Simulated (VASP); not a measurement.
# SiW (rocksalt type) (Fm-3m) in VASP: notebook

Runs on SiW (rocksalt type). Level: PBE. Tasks: single point, relaxation of cell and atoms.

All numbers are computed with VASP 6.6.1; they aren't measurements. Logs are shortened: lines on timing, memory, paths and dates and some standing lists are left out, and cuts for length are marked.

## Step 1: The cell of the first run

Symmetry: Fm-3m, No. 225, cubic system. Conventional cell: a = 5.026 Å, b = 5.026 Å, c = 5.026 Å, α = 90.00°, β = 90.00°, γ = 90.00°. W (site symmetry m-3m) has 6 Si at 2.51 Å within 3.3 Å. Si (site symmetry m-3m) has 6 W at 2.51 Å within 3.3 Å.

## Step 2: Single point, PBE

The input, INCAR:

```
SYSTEM = SiW
ALGO = Normal
EDIFF = 1E-6
ENCUT = 520
GGA = PE
ISIF = 2
ISMEAR = -1
LASPH = .True.
LCHARG = .False.
LREAL = .False.
LWAVE = .False.
NBANDS = 16
NELM = 80
PREC = Accurate
SIGMA = 0.05
```

The input, KPOINTS:

```
k-points
0
Gamma
  20 20 20
  0 0 0
```

The input, POSCAR:

```
SiW
1.0
    0.0000000000      2.5128451315      2.5128451315
    2.5128451315      0.0000000000      2.5128451315
    2.5128451315      2.5128451315      0.0000000000
W Si
1 1
Direct
    0.0000000000      0.0000000000      0.0000000000
    0.5000000000      0.5000000000      0.5000000000
```

Potentials or basis: VASP PAW PBE potentials, release 64 (W_sv, Si).

On the command line:

```sh
$ cat potpaw_PBE.64/W_sv/POTCAR potpaw_PBE.64/Si/POTCAR > POTCAR
$ mpirun -np 1 vasp_std > vasp.out
```

OUTCAR:

```text
SYSTEM = SiW
   EDIFF = 1E-6
   ENCUT = 520
   GGA = PE
   ISIF = 2
   ISMEAR = -1
   LASPH = .True.
   LREAL = .False.
   NELM = 80
   PREC = Accurate

 ion  position               nearest neighbor table
   1  0.000  0.000  0.000-   2 2.51   2 2.51   2 2.51   2 2.51   2 2.51   2 2.51
   2  0.500  0.500  0.500-   1 2.51   1 2.51   1 2.51   1 2.51   1 2.51   1 2.51

  LATTYP: Found a face centered cubic cell.
 ALAT       =     5.0256902630

  Lattice vectors:

 A1 = (   0.0000000000,   2.5128451315,   2.5128451315)
 A2 = (   2.5128451315,   0.0000000000,   2.5128451315)
 A3 = (   2.5128451315,   2.5128451315,   0.0000000000)

Analysis of symmetry for initial positions (statically):
=====================================================================
 Subroutine PRICEL returns:
 Original cell was already a primitive cell.

 Routine SETGRP: Setting up the symmetry group for a
 face centered cubic supercell.

 Subroutine GETGRP returns: Found 48 space group operations
 (whereof 48 operations were pure point group operations)
 out of a pool of 48 trial point group operations.

The static configuration has the point symmetry O_h .

Analysis of symmetry for dynamics (positions and initial velocities):
=====================================================================
 Subroutine PRICEL returns:
 Original cell was already a primitive cell.

 Routine SETGRP: Setting up the symmetry group for a
 face centered cubic supercell.

 Subroutine GETGRP returns: Found 48 space group operations
 (whereof 48 operations were pure point group operations)
 out of a pool of 48 trial point group operations.

The dynamic configuration has the point symmetry O_h .

 Subroutine INISYM returns: Found 48 space group operations
 (whereof 48 operations are pure point group operations),
 and found     1 'primitive' translations

----------------------------------------------------------------------------------------

                                     Primitive cell

  volume of cell :      31.7342

  direct lattice vectors                    reciprocal lattice vectors
     0.000000000  2.512845132  2.512845132    -0.198977642  0.198977642  0.198977642
     2.512845132  0.000000000  2.512845132     0.198977642 -0.198977642  0.198977642
     2.512845132  2.512845132  0.000000000     0.198977642  0.198977642 -0.198977642

  length of vectors
     3.553699665  3.553699665  3.553699665     0.344639386  0.344639386  0.344639386

  position of ions in fractional coordinates (direct lattice)
     0.000000000  0.000000000  0.000000000
     0.500000000  0.500000000  0.500000000

  ion indices of the primitive-cell ions
   primitive index   ion index
                 1           1
                 2           2

----------------------------------------------------------------------------------------

 KPOINTS: k-points

Automatic generation of k-mesh.
 Grid dimensions read from file:
 generate k-points for:   20   20   20

 Generating k-lattice:

  Cartesian coordinates                     Fractional coordinates (reciprocal lattice)
    -0.009948882  0.009948882  0.009948882     0.050000000  0.000000000  0.000000000
     0.009948882 -0.009948882  0.009948882     0.000000000  0.050000000  0.000000000
     0.009948882  0.009948882 -0.009948882     0.000000000  0.000000000  0.050000000

  Length of vectors
     0.017231969  0.017231969  0.017231969

  Shift w.r.t. Gamma in fractional coordinates (k-lattice)
     0.000000000  0.000000000  0.000000000

 Subroutine IBZKPT returns following result:
 ===========================================

 Found    256 irreducible k-points:

 Following reciprocal coordinates:
            Coordinates               Weight
  0.000000  0.000000  0.000000      1.000000
  0.050000  0.000000  0.000000      8.000000
  0.100000  0.000000  0.000000      8.000000
  0.150000  0.000000  0.000000      8.000000
  0.200000  0.000000  0.000000      8.000000
  0.250000  0.000000  0.000000      8.000000
[... 16 lines left out ...]
 -0.400000  0.050000  0.000000     24.000000
 -0.350000  0.050000  0.000000     24.000000
 [... further k-points ...]
   k-points           NKPTS =    256   k-points in BZ     NKDIM =    256   number of bands    NBANDS=     16
   number of dos      NEDOS =    301   number of ions     NIONS =      2
   total plane-waves  NPLWV =  21952
   dimension x,y,z NGX =    28 NGY =   28 NGZ =   28
   dimension x,y,z NGXF=    56 NGYF=   56 NGZF=   56
   ions per type =               1   1
   NGX,Y,Z   is equivalent  to a cutoff of  13.10, 13.10, 13.10 a.u.
   NGXF,Y,Z  is equivalent  to a cutoff of  26.20, 26.20, 26.20 a.u.
 SYSTEM =  SiW
   PREC   = accura    normal or accurate (medium, high low for compatibility)
   ISTART =      0    job   : 0-new  1-cont  2-samecut
   ICHARG =      2    charge: 1-file 2-atom 10-const
   ISPIN  =      1    spin polarized calculation?
   LNONCOLLINEAR =      F non collinear calculations
   LSORBIT =      F    spin-orbit coupling
   LASPH  =      T    aspherical Exc in radial PAW
   ENCUT  =  520.0 eV  38.22 Ry    6.18 a.u.   6.61  6.61  6.61*2*pi/ulx,y,z
   NELM   =     80;   NELMIN=  2; NELMDL= -5     # of ELM steps
   EDIFF  = 0.1E-05   stopping-criterion for ELM
   LREAL  =      F    real-space projection
   EDIFFG = 0.1E-04   stopping-criterion for IOM
   NSW    =      0    number of steps for IOM
   IBRION =     -1    ionic relax: 0-MD 1-quasi-New 2-CG
   NFREE  =      0    steps in history (QN), initial steepest desc. (CG)
   ISIF   =      2    stress and relaxation
   ISYM   =      2    0-nonsym 1-usesym 2-fastsym
   POTIM  = 0.5000    time-step for ionic-motion
   TEBEG  =    0.0;   TEEND  =   0.0 temperature during run
   PSTRESS=    0.0 pullay stress
   NELECT =      18.0000    total number of electrons
   NUPDOWN=      -1.0000    fix difference up-down
   EMIN   =  10.00;   EMAX   =-10.00  energy-range for DOS
   EFERMI =   0.00;   METHOD = LEGACY
   ISMEAR =    -1;   SIGMA  =   0.05  broadening in eV -4-tet -1-fermi 0-gaus
   EFERMI_NEDOS =   21; number of points for ismear=-14 and -15
   IALGO  =     38    algorithm
   IMIX   =      4    mixing-type and parameters
     AMIX     =   0.40;   BMIX     =  1.00
     AMIX_MAG =   1.60;   BMIX_MAG =  1.00
  volume/ion in A,a.u.               =      15.87       107.08
  Fermi-wavevector in a.u.,A,eV,Ry     =   1.355158  2.560877 24.986464  1.836453
  Thomas-Fermi vector in A             =   2.482269
   LORBIT       =      0    0 simple, 1 ext, 2 COOP (PROOUT), +10 PAW based schemes
   GGA     = PE    functional components
   LHFCALC =     F    Hartree Fock is set to
   AEXX    =    0.0000 exact exchange contribution
   IVDW    =     0    specifies the selected vdW correction
   LEPSILON=     F    determine dielectric tensor
   LRPA    =     F    only Hartree local field effects (RPA)
 non-spin polarized calculation
  energy-cutoff  :      520.00
  volume of cell :       31.73
 maximum number of plane-waves:       881
   NGX = 13   NGY = 13   NGZ = 13

 number of electron      17.9999999 magnetization

 Free energy of the ion-electron system (eV)
  ---------------------------------------------------
  ext. energy  EPLUGINS =         0.00000000
  ---------------------------------------------------
  free energy    TOTEN  =       -17.22958968 eV

  energy without entropy =      -17.21658109  energy(sigma->0) =      -17.22308538

 E-fermi :  10.0866     XC(G=0): -12.1504

 val. band max:       10.0825058375   @ k =  -0.4000   0.2500   0.0500
 cond. band min:      10.0939593944   @ k =   0.4000   0.0500   0.0000
 fundamental gap:      0.0114535568
 Fermi energy:        10.0865823986

 k-point     1 :       0.0000    0.0000    0.0000
  band No.  band energies     occupation
      1     -64.3242      2.00000
      2     -28.5130      2.00000
      3     -28.5130      2.00000
      4     -28.5130      2.00000
      5      -1.9771      2.00000
      6       8.0472      2.00000
[... 8 lines left out ...]
     15      19.6604      0.00000
     16      24.1968      0.00000

 k-point     2 :       0.0500    0.0000    0.0000
  band No.  band energies     occupation
      1     -64.3241      2.00000
      2     -28.5164      2.00000
      3     -28.5135      2.00000
      4     -28.5135      2.00000
      5      -1.9237      2.00000
      6       7.9615      2.00000
[... 8 lines left out ...]
     15      19.8337      0.00000
     16      23.7846      0.00000

 k-point     3 :       0.1000    0.0000    0.0000
  band No.  band energies     occupation
      1     -64.3238      2.00000
      2     -28.5263      2.00000
      3     -28.5149      2.00000
      4     -28.5149      2.00000
      5      -1.7648      2.00000
      6       7.7113      2.00000
[... 8 lines left out ...]
     15      20.2801      0.00000
     16      22.9628      0.00000

 k-point     4 :       0.1500    0.0000    0.0000
  band No.  band energies     occupation
      1     -64.3232      2.00000
      2     -28.5415      2.00000
      3     -28.5170      2.00000
      4     -28.5170      2.00000
      5      -1.5034      2.00000
      6       7.3154      2.00000
[... 8 lines left out ...]
     15      20.7525      0.00000
     16      22.4500      0.00000

 k-point     5 :       0.2000    0.0000    0.0000
  band No.  band energies     occupation
      1     -64.3225      2.00000
      2     -28.5607      2.00000
      3     -28.5197      2.00000
      4     -28.5197      2.00000
      5      -1.1451      2.00000
      6       6.7998      2.00000
[... 8 lines left out ...]
     15      21.1776      0.00000
     16      21.7396      0.00000

 k-point     6 :       0.2500    0.0000    0.0000
  band No.  band energies     occupation
      1     -64.3218      2.00000
      2     -28.5819      2.00000
      3     -28.5226      2.00000
      4     -28.5226      2.00000
      5      -0.6972      2.00000
      6       6.1924      2.00000
[... 8 lines left out ...]
     15      20.7791      0.00000
     16      20.7791      0.00000

 k-point     7 :       0.3000    0.0000    0.0000
  band No.  band energies     occupation
      1     -64.3210      2.00000
      2     -28.6029      2.00000
      3     -28.5256      2.00000
      4     -28.5256      2.00000
      5      -0.1692      2.00000
      6       5.5197      2.00000
[... 8 lines left out ...]
     15      19.9154      0.00000
     16      19.9154      0.00000

 k-point     8 :       0.3500    0.0000    0.0000
  band No.  band energies     occupation
      1     -64.3203      2.00000
      2     -28.6219      2.00000
      3     -28.5283      2.00000
      4     -28.5283      2.00000
      5       0.4275      2.00000
      6       4.8046      2.00000
[... 8 lines left out ...]
     15      19.3282      0.00000
     16      19.3282      0.00000

 k-point     9 :       0.4000    0.0000    0.0000
  band No.  band energies     occupation
      1     -64.3197      2.00000
      2     -28.6368      2.00000
      3     -28.5304      2.00000
      4     -28.5304      2.00000
      5       1.0783      2.00000
      6       4.0674      2.00000
[... 8 lines left out ...]
     15      19.2755      0.00000
     16      19.2755      0.00000
[... 172 lines left out ...]
 k-point    19 :       0.4000    0.0500    0.0000
  band No.  band energies     occupation
      1     -64.3199      2.00000
      2     -28.6316      2.00000
      3     -28.5317      2.00000
      4     -28.5306      2.00000
      5       0.8809      2.00000
      6       4.3150      2.00000
[... 8 lines left out ...]
     15      19.0932      0.00000
     16      19.4226      0.00000

 k-point    20 :       0.4500    0.0500    0.0000
  band No.  band energies     occupation
      1     -64.3194      2.00000
      2     -28.6429      2.00000
      3     -28.5328      2.00000
      4     -28.5328      2.00000
      5       1.5463      2.00000
      6       3.5916      2.00000
[... 8 lines left out ...]
     15      19.5367      0.00000
     16      19.6051      0.00000

 k-point    21 :       0.5000    0.0500    0.0000
  band No.  band energies     occupation
      1     -64.3192      2.00000
      2     -28.6482      2.00000
      3     -28.5342      2.00000
      4     -28.5330      2.00000
      5       2.1694      2.00000
      6       2.9423      2.00000
[... 8 lines left out ...]
     15      19.8534      0.00000
     16      19.8604      0.00000

 k-point    22 :      -0.4500    0.0500    0.0000
  band No.  band energies     occupation
      1     -64.3193      2.00000
      2     -28.6471      2.00000
      3     -28.5346      2.00000
      4     -28.5322      2.00000
      5       1.9865      2.00000
      6       3.1305      2.00000
[... 8 lines left out ...]
     15      19.7613      0.00000
     16      19.8129      0.00000

 k-point    23 :      -0.4000    0.0500    0.0000
  band No.  band energies     occupation
      1     -64.3196      2.00000
      2     -28.6397      2.00000
      3     -28.5341      2.00000
      4     -28.5306      2.00000
      5       1.3253      2.00000
      6       3.8290      2.00000
[... 8 lines left out ...]
     15      19.3991      0.00000
     16      19.4698      0.00000

 k-point    24 :      -0.3500    0.0500    0.0000
  band No.  band energies     occupation
      1     -64.3201      2.00000
      2     -28.6267      2.00000
      3     -28.5326      2.00000
      4     -28.5282      2.00000
      5       0.6686      2.00000
      6       4.5559      2.00000
[... 8 lines left out ...]
     15      19.1017      0.00000
     16      19.3582      0.00000

 [... further k-points ...]

------------------------ aborting loop because EDIFF is reached ----------------------------------------

  FORCE on cell =-STRESS in cart. coord.  units (eV):
  Direction    XX          YY          ZZ          XY          YZ          ZX
  --------------------------------------------------------------------------------------
  -------------------------------------------------------------------------------------
  Total        0.0043345      0.0043345      0.0043345      0.0000000     -0.0000000     -0.0000000
  in kB        0.2188384      0.2188384      0.2188384      0.0000000     -0.0000000     -0.0000000
  external PRESSURE =       0.2188384 kB  Pullay stress =       0.0000000 kB

 VOLUME and BASIS-vectors are now :
 -----------------------------------------------------------------------------
  energy-cutoff  :      520.00
  volume of cell :       31.73
      direct lattice vectors                 reciprocal lattice vectors
     0.000000000  2.512845132  2.512845132    -0.198977642  0.198977642  0.198977642
     2.512845132  0.000000000  2.512845132     0.198977642 -0.198977642  0.198977642
     2.512845132  2.512845132  0.000000000     0.198977642  0.198977642 -0.198977642

 POSITION                                       TOTAL-FORCE (eV/Angst)
 -----------------------------------------------------------------------------------
      0.00000      0.00000      0.00000        -0.000000     -0.000000      0.000000
      2.51285      2.51285      2.51285         0.000000      0.000000     -0.000000
 -----------------------------------------------------------------------------------
    total drift:                               -0.000000      0.000000      0.000000

  FREE ENERGIE OF THE ION-ELECTRON SYSTEM (eV)
  ---------------------------------------------------
  free  energy   TOTEN  =       -17.2295896775 eV

  energy  without entropy=      -17.2165810915  energy(sigma->0) =      -17.22308538
```

Wall time 2.9 min (1 thread of Intel Xeon 8259CL, shared host); peak memory 0.26 GiB.

Results:

```
Free energy            : -17.2296 eV
Pressure               : 0.0 GPa
Band gap on the k mesh : zero (bands 9 and 10 overlap by 2.35 eV)
```

Caveat: spin-orbit coupling is left out, which moves the levels of the heavy elements.

## Step 3: Relaxation of cell and atoms, PBE

This run uses another cell than the first one, of 16.33 Å³/atom.

The input, INCAR:

```
SYSTEM = SiW
PREC = Accurate
ENCUT = 600
EDIFF = 1E-6
ISMEAR = -1
SIGMA = 0.05
LREAL = .FALSE.
LASPH = .TRUE.
NELM = 100
ALGO = Normal
ISIF = 3
LWAVE = .FALSE.
LCHARG = .FALSE.
GGA = PE
IBRION = 2
NSW = 100
EDIFFG = -0.005
```

The input, KPOINTS:

```
regular mesh
0
G
  14 14 14
  0 0 0
```

The input, POSCAR:

```
SiW
1.0
    0.0000000000      2.5369349956      2.5369349956
    2.5369349956      0.0000000000      2.5369349956
    2.5369349956      2.5369349956      0.0000000000
W Si
1 1
Direct
    0.0000000000      0.0000000000      0.0000000000
    0.5000000000      0.5000000000      0.5000000000
```

Potentials or basis: VASP PAW PBE potentials, release 64 (W_sv, Si).

On the command line:

```sh
$ cat potpaw_PBE.64/W_sv/POTCAR potpaw_PBE.64/Si/POTCAR > POTCAR
$ mpirun -np 1 vasp_std > vasp.out
```

OUTCAR:

```text
SYSTEM = SiW
   PREC = Accurate
   ENCUT = 600
   EDIFF = 1E-6
   ISMEAR = -1
   LREAL = .FALSE.
   LASPH = .TRUE.
   NELM = 100
   ISIF = 3
   GGA = PE
   IBRION = 2
   NSW = 100
   EDIFFG = -0.005

 ion  position               nearest neighbor table
   1  0.000  0.000  0.000-   2 2.54   2 2.54   2 2.54   2 2.54   2 2.54   2 2.54
   2  0.500  0.500  0.500-   1 2.54   1 2.54   1 2.54   1 2.54   1 2.54   1 2.54

  LATTYP: Found a face centered cubic cell.
 ALAT       =     5.0738699912

  Lattice vectors:

 A1 = (   0.0000000000,   2.5369349956,   2.5369349956)
 A2 = (   2.5369349956,   0.0000000000,   2.5369349956)
 A3 = (   2.5369349956,   2.5369349956,   0.0000000000)

Analysis of symmetry for initial positions (statically):
=====================================================================
[... 188 lines left out ...]
      5      -2.1497      2.00000
      6       7.7668      2.00000
      7       7.7668      2.00000
      8       7.7668      2.00000
      9       8.2888      2.00000
     10       8.2888      2.00000
     11      12.0967      0.00000
     12      12.0967      0.00000
     13      12.0967      0.00000
[... 439 lines left out ...]
--------------------------------------- Ionic step        3  -------------------------------------------

 number of electron      18.0000001 magnetization

 Free energy of the ion-electron system (eV)
  ---------------------------------------------------
  ext. energy  EPLUGINS =         0.00000000
  ---------------------------------------------------
  free energy    TOTEN  =       -17.22689669 eV

  energy without entropy =      -17.21090641  energy(sigma->0) =      -17.21890155

 E-fermi :  10.0652     XC(G=0): -12.1453

 val. band max:       10.0558356910   @ k =   0.3571   0.0000   0.0000
 cond. band min:      10.0690853445   @ k =  -0.2143   0.3571   0.1429
 fundamental gap:      0.0132496535
 Fermi energy:        10.0652077516

 k-point     1 :       0.0000    0.0000    0.0000
  band No.  band energies     occupation
      1     -64.3392      2.00000
      2     -28.5276      2.00000
      3     -28.5276      2.00000
      4     -28.5276      2.00000
      5      -1.9827      2.00000
      6       8.0372      2.00000
      7       8.0372      2.00000
      8       8.0372      2.00000
      9       8.5935      2.00000
     10       8.5935      2.00000
     11      12.5294      0.00000
     12      12.5294      0.00000
     13      12.5294      0.00000
[... 397 lines left out ...]
  FREE ENERGIE OF THE ION-ELECTRON SYSTEM (eV)
  ---------------------------------------------------
  free  energy   TOTEN  =       -17.2268966859 eV

  energy  without entropy=      -17.2109064075  energy(sigma->0) =      -17.21890155

 reached required accuracy - stopping structural energy minimisation
```

Run time: 3.1 min. Hardware: 1 thread of Intel Xeon 8259CL, shared host; peak memory 0.22 GiB.

Results:

```
Free energy                           : -17.2269 eV
Relaxed volume                        : 15.88 Å³/atom
Relaxed cell                          : a = 3.555 Å, b = 3.555 Å, c = 3.555 Å, α = 60.00°, β = 60.00°, γ = 60.00°
Space group after relaxing (to 0.1 Å) : Fm-3m (No. 225)
Energy gained by relaxing             : 7.2 meV/atom
Ionic steps                           : 3
Pressure after relaxing               : 0.0 GPa
Band gap on the k mesh                : zero (bands 9 and 10 overlap by 2.32 eV)
```

Step by step:
| step | energy change (eV) | largest force (eV/Å) | pressure (GPa) | volume (Å³) |
| --- | --- | --- | --- | --- |
| 1 | 0.0000 | 0.0000 | -4.98 | 32.66 |
| 2 | 0.0271 | 0.0000 | 9.64 | 30.32 |
| 3 | -0.0144 | 0.0000 | -0.03 | 31.77 |

Final structure:
```
W Si
1.0
     0.00000    2.51368    2.51368
     2.51368    0.00000    2.51368
     2.51368    2.51368    0.00000
W Si
1 1
Cartesian
  0.0000 0.0000 0.0000
  2.5137 2.5137 2.5137
```

Caveat: spin-orbit coupling is left out, which moves the levels of the heavy elements.
